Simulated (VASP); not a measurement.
Input of a VASP 6.6.1 run:

Contents of INCAR:

```
SYSTEM = La
PREC = Accurate
ENCUT = 520
EDIFF = 1E-6
ISMEAR = -1
SIGMA = 0.05
LREAL = .FALSE.
LASPH = .TRUE.
NELM = 80
ALGO = Normal
ISIF = 2
LWAVE = .FALSE.
LCHARG = .FALSE.
GGA = CA
NBANDS = 12
```

The input KPOINTS:

```
Automatic mesh
0
G
  9 9 9
  0 0 0
```

POSCAR

```
La
1.0
   -2.0804754144      2.0804754144      2.0804754144
    2.0804754144     -2.0804754144      2.0804754144
    2.0804754144      2.0804754144     -2.0804754144
La
1
Direct
    0.0000000000      0.0000000000      0.0000000000
```

Potentials or basis: VASP PAW LDA potentials, release 64 (La).

Run with:

```sh
$ cat potpaw_LDA.64/La/POTCAR > POTCAR
$ mpirun -np 1 vasp_std > vasp.out
```

Question: What does it give for the pressure?

Answer: -2.6 GPa.

Question: What does it give for the band gap on the k mesh?

Answer: Zero (an odd number of electrons rules out a gap without spin polarisation).

Caveat: spin-orbit coupling is left out, which moves the levels of the heavy elements.
